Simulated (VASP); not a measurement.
# ZnGe2N3 (P4mm) in VASP: single point with PBE

Aim: the single point of ZnGe2N3 with PBE.

Program: VASP 6.6.1. These are calculated values, not measurements. Logs are shortened: lines on timing, memory, paths and dates and some standing lists are left out, and cuts for length are marked.

### Step 1. The cell of the first run

Symmetry: P4mm, No. 99, tetragonal system. Conventional cell: a = 3.787 Å, b = 3.787 Å, c = 8.064 Å, α = 90.00°, β = 90.00°, γ = 90.00°. Within 2.6 Å of Zn (site symmetry 4mm) lie 4 N at 1.96 Å. Ge (site symmetry 4mm) has 1 N at 1.68 Å within 2.2 Å. Within 2.4 Å of Ge (site symmetry 4mm) lie 5 N at 1.82 to 2.03 Å. Within 2.7 Å of N (site symmetry 2mm) lie 2 Zn at 1.96 Å and 2 Ge at 2.03 Å and 4 N at 2.68 Å. N (site symmetry 4mm) has 2 Ge at 1.68 to 1.82 Å within 2.2 Å.

### Step 2. Single point, PBE

The input, INCAR:

```
SYSTEM = ZnGe2N3
PREC = Accurate ; ENCUT = 520
EDIFF = 1E-6 ; ISMEAR = 0
SIGMA = 0.1 ; LREAL = .False.
LASPH = .True. ; NELM = 100
ALGO = Normal ; ISIF = 2
LWAVE = .False. ; LCHARG = .False.
GGA = PE ; NBANDS = 36
```

The input, KPOINTS:

```
regular mesh
0
Gamma
  10 10 6
  0 0 0
```

The input, POSCAR:

```
ZnGe2N3
1.0
    3.7870847519      0.0000000000      0.0000000000
    0.0000000000      3.7870847519      0.0000000000
    0.0000000000      0.0000000000      8.0639104233
Zn Ge N
1 2 3
Direct
    0.5000000000      0.5000000000      0.9062503313
    0.0000000000      0.0000000000      0.3187815950
    0.0000000000      0.0000000000      0.7526572478
    0.5000000000      0.0000000000      0.8421129183
    0.0000000000      0.5000000000      0.8421129183
    0.0000000000      0.0000000000      0.5266277096
```

Potentials or basis: VASP PAW PBE potentials, release 64 (Zn, Ge_d, N).

Launch:

```console
$ cat potpaw_PBE.64/Zn/POTCAR potpaw_PBE.64/Ge_d/POTCAR potpaw_PBE.64/N/POTCAR > POTCAR
$ mpirun -np 1 vasp_std > vasp.out
```

OUTCAR:

```text
SYSTEM = ZnGe2N3
   PREC = Accurate
   ENCUT = 520
   EDIFF = 1E-6
   ISMEAR = 0
   LREAL = .False.
   LASPH = .True.
   NELM = 100
   ISIF = 2
   GGA = PE

 ion  position               nearest neighbor table
   1  0.500  0.500  0.906-   4 1.96   5 1.96   4 1.96   5 1.96   3 2.95   3 2.95   3 2.95   3 2.95

   2  0.000  0.000  0.319-   6 1.68
   3  0.000  0.000  0.753-   6 1.82   5 2.03   4 2.03   5 2.03   4 2.03   1 2.95   1 2.95   1 2.95
                             1 2.95
   4  0.500  0.000  0.842-   1 1.96   1 1.96   3 2.03   3 2.03
   5  0.000  0.500  0.842-   1 1.96   1 1.96   3 2.03   3 2.03
   6  0.000  0.000  0.527-   2 1.68   3 1.82

  LATTYP: Found a simple tetragonal cell.
 ALAT       =     3.7870847519
 C/A-ratio  =     2.1293187112

  Lattice vectors:

 A1 = (   3.7870847519,   0.0000000000,   0.0000000000)
 A2 = (   0.0000000000,   3.7870847519,   0.0000000000)
 A3 = (   0.0000000000,   0.0000000000,   8.0639104233)

Analysis of symmetry for initial positions (statically):
=====================================================================
 Subroutine PRICEL returns:
 Original cell was already a primitive cell.

 Routine SETGRP: Setting up the symmetry group for a
 simple tetragonal supercell.

 Subroutine GETGRP returns: Found  8 space group operations
 (whereof  8 operations were pure point group operations)
 out of a pool of 16 trial point group operations.

The static configuration has the point symmetry C_4v.

Analysis of symmetry for dynamics (positions and initial velocities):
=====================================================================
 Subroutine PRICEL returns:
 Original cell was already a primitive cell.

 Routine SETGRP: Setting up the symmetry group for a
 simple tetragonal supercell.

 Subroutine GETGRP returns: Found  8 space group operations
 (whereof  8 operations were pure point group operations)
 out of a pool of 16 trial point group operations.

The dynamic configuration has the point symmetry C_4v.

 Subroutine INISYM returns: Found  8 space group operations
 (whereof  8 operations are pure point group operations),
 and found     1 'primitive' translations

----------------------------------------------------------------------------------------

                                     Primitive cell
[... 93 lines left out ...]
   ISPIN  =      1    spin polarized calculation?
   LNONCOLLINEAR =      F non collinear calculations
   LSORBIT =      F    spin-orbit coupling
   LASPH  =      T    aspherical Exc in radial PAW
   ENCUT  =  520.0 eV  38.22 Ry    6.18 a.u.   7.04  7.04 14.99*2*pi/ulx,y,z
   NELM   =    100;   NELMIN=  2; NELMDL= -5     # of ELM steps
   EDIFF  = 0.1E-05   stopping-criterion for ELM
   LREAL  =      F    real-space projection
   EDIFFG = 0.1E-04   stopping-criterion for IOM
   NSW    =      0    number of steps for IOM
   IBRION =     -1    ionic relax: 0-MD 1-quasi-New 2-CG
   NFREE  =      0    steps in history (QN), initial steepest desc. (CG)
   ISIF   =      2    stress and relaxation
   ISYM   =      2    0-nonsym 1-usesym 2-fastsym
   POTIM  = 0.5000    time-step for ionic-motion
   TEBEG  =    0.0;   TEEND  =   0.0 temperature during run
   PSTRESS=    0.0 pullay stress
   NELECT =      55.0000    total number of electrons
   NUPDOWN=      -1.0000    fix difference up-down
   EMIN   =  10.00;   EMAX   =-10.00  energy-range for DOS
   EFERMI =   0.00;   METHOD = LEGACY
   ISMEAR =     0;   SIGMA  =   0.10  broadening in eV -4-tet -1-fermi 0-gaus
   EFERMI_NEDOS =   21; number of points for ismear=-14 and -15
   IALGO  =     38    algorithm
   IMIX   =      4    mixing-type and parameters
     AMIX     =   0.40;   BMIX     =  1.00
     AMIX_MAG =   1.60;   BMIX_MAG =  1.00
  volume/ion in A,a.u.               =      19.28       130.08
  Fermi-wavevector in a.u.,A,eV,Ry     =   1.277842  2.414771 22.216682  1.632880
  Thomas-Fermi vector in A             =   2.410419
   LORBIT       =      0    0 simple, 1 ext, 2 COOP (PROOUT), +10 PAW based schemes
   GGA     = PE    functional components
   LHFCALC =     F    Hartree Fock is set to
   AEXX    =    0.0000 exact exchange contribution
   IVDW    =     0    specifies the selected vdW correction
   LEPSILON=     F    determine dielectric tensor
   LRPA    =     F    only Hartree local field effects (RPA)
 non-spin polarized calculation
 Gauss-broadening in eV      SIGMA  =   0.10
  energy-cutoff  :      520.00
  volume of cell :      115.65
 maximum number of plane-waves:      3144
   NGX = 15   NGY = 15   NGZ = 29

 number of electron      54.9999975 magnetization

 Free energy of the ion-electron system (eV)
  ---------------------------------------------------
  ext. energy  EPLUGINS =         0.00000000
  ---------------------------------------------------
  free energy    TOTEN  =       -31.17463811 eV

  energy without entropy =      -31.16648075  energy(sigma->0) =      -31.17055943

 E-fermi :   1.4004     XC(G=0):  -8.6293

 val. band max:        1.3920130171   @ k =   0.5000   0.2000   0.3333
 cond. band min:       1.4013429073   @ k =   0.5000   0.2000   0.1667
 fundamental gap:      0.0093298903
 Fermi energy:         1.4003534660

 k-point     1 :       0.0000    0.0000    0.0000
  band No.  band energies     occupation
      1     -23.1306      2.00000
      2     -23.0583      2.00000
      3     -23.0152      2.00000
      4     -23.0152      2.00000
      5     -22.9669      2.00000
      6     -22.7544      2.00000
[... 925 lines left out ...]
     35       8.9706      0.00000
     36      10.1496      0.00000

 [... further k-points ...]
[... 5 lines left out ...]
  --------------------------------------------------------------------------------------
  -------------------------------------------------------------------------------------
  Total        0.2319829      0.2319829     -0.3836394      0.0000000     -0.0000000      0.0000000
  in kB        3.2137412      3.2137412     -5.3146911      0.0000000     -0.0000000      0.0000000
  external PRESSURE =       0.3709304 kB  Pullay stress =       0.0000000 kB

 VOLUME and BASIS-vectors are now :
 -----------------------------------------------------------------------------
  energy-cutoff  :      520.00
  volume of cell :      115.65
      direct lattice vectors                 reciprocal lattice vectors
     3.787084752  0.000000000  0.000000000     0.264055353  0.000000000  0.000000000
     0.000000000  3.787084752  0.000000000     0.000000000  0.264055353  0.000000000
     0.000000000  0.000000000  8.063910423     0.000000000  0.000000000  0.124009314

 POSITION                                       TOTAL-FORCE (eV/Angst)
 -----------------------------------------------------------------------------------
      1.89354      1.89354      7.30792        -0.000000      0.000000      0.096939
      0.00000      0.00000      2.57063        -0.000000     -0.000000      0.190114
      0.00000      0.00000      6.06936        -0.000000      0.000000     -0.067948
      1.89354      0.00000      6.79072        -0.000000      0.000000     -0.040614
      0.00000      1.89354      6.79072         0.000000      0.000000     -0.040614
      0.00000      0.00000      4.24668        -0.000000      0.000000     -0.137877
 -----------------------------------------------------------------------------------
    total drift:                               -0.000000      0.000000      0.007797

  FREE ENERGIE OF THE ION-ELECTRON SYSTEM (eV)
  ---------------------------------------------------
  free  energy   TOTEN  =       -31.1746381128 eV

  energy  without entropy=      -31.1664807454  energy(sigma->0) =      -31.17055943
```

OSZICAR:

```text
N       E                     dE             d eps       ncg     rms          rms(c)
DAV:   1     0.594508733116E+03    0.59451E+03   -0.26512E+04  7248   0.314E+03
DAV:   2     0.790774013127E+02   -0.51543E+03   -0.49204E+03  6288   0.852E+02
DAV:   3    -0.301265801200E+02   -0.10920E+03   -0.10720E+03  6676   0.218E+02
DAV:   4    -0.384323388972E+02   -0.83058E+01   -0.82379E+01  7560   0.720E+01
DAV:   5    -0.386424264184E+02   -0.21009E+00   -0.20978E+00  7052   0.116E+01    0.170E+01
DAV:   6    -0.311837986046E+02    0.74586E+01   -0.26062E+01 10604   0.113E+02    0.107E+01
DAV:   7    -0.312544948586E+02   -0.70696E-01   -0.11042E+01  8204   0.331E+01    0.500E+00
DAV:   8    -0.311955437902E+02    0.58951E-01   -0.98294E-01  7396   0.755E+00    0.249E+00
DAV:   9    -0.311757165966E+02    0.19827E-01   -0.17361E-01  8260   0.468E+00    0.853E-01
DAV:  10    -0.311736368566E+02    0.20797E-02   -0.33285E-02  7684   0.254E+00    0.360E-01
DAV:  11    -0.311739659972E+02   -0.32914E-03   -0.92761E-03  8856   0.876E-01    0.179E-01
DAV:  12    -0.311744801874E+02   -0.51419E-03   -0.13938E-03  6712   0.312E-01    0.778E-02
DAV:  13    -0.311745930822E+02   -0.11289E-03   -0.42468E-04  7068   0.214E-01    0.258E-02
DAV:  14    -0.311746253702E+02   -0.32288E-04   -0.61733E-05  7164   0.100E-01    0.160E-02
DAV:  15    -0.311746365292E+02   -0.11159E-04   -0.43082E-05  7500   0.628E-02    0.491E-03
DAV:  16    -0.311746379085E+02   -0.13793E-05   -0.67949E-06  7188   0.226E-02    0.371E-03
DAV:  17    -0.311746381128E+02   -0.20431E-06   -0.55733E-07  4636   0.828E-03
   1 F= -.31174638E+02 E0= -.31170559E+02  d E =-.815737E-02
```

Wall time 3.2 min (1 thread of Intel Xeon Platinum 8488C (Sapphire Rapids), shared host); peak memory 0.42 GiB.

Results:

- Free energy: -31.1746 eV
- Pressure: 0.0 GPa
- Largest force: 0.190 eV/Å
- Band gap on the k mesh: zero (an odd number of electrons rules out a gap without spin polarisation)

Forces in eV/Å, atoms in the order of the input:
```
Zn   0.000  0.000  0.097
Ge   0.000  0.000  0.190
Ge   0.000  0.000 -0.068
N    0.000  0.000 -0.041
N    0.000  0.000 -0.041
N    0.000  0.000 -0.138
```

Stress tensor (GPa, compression positive):
```
 0.32  0.00  0.00
 0.00  0.32  0.00
 0.00  0.00 -0.53
```
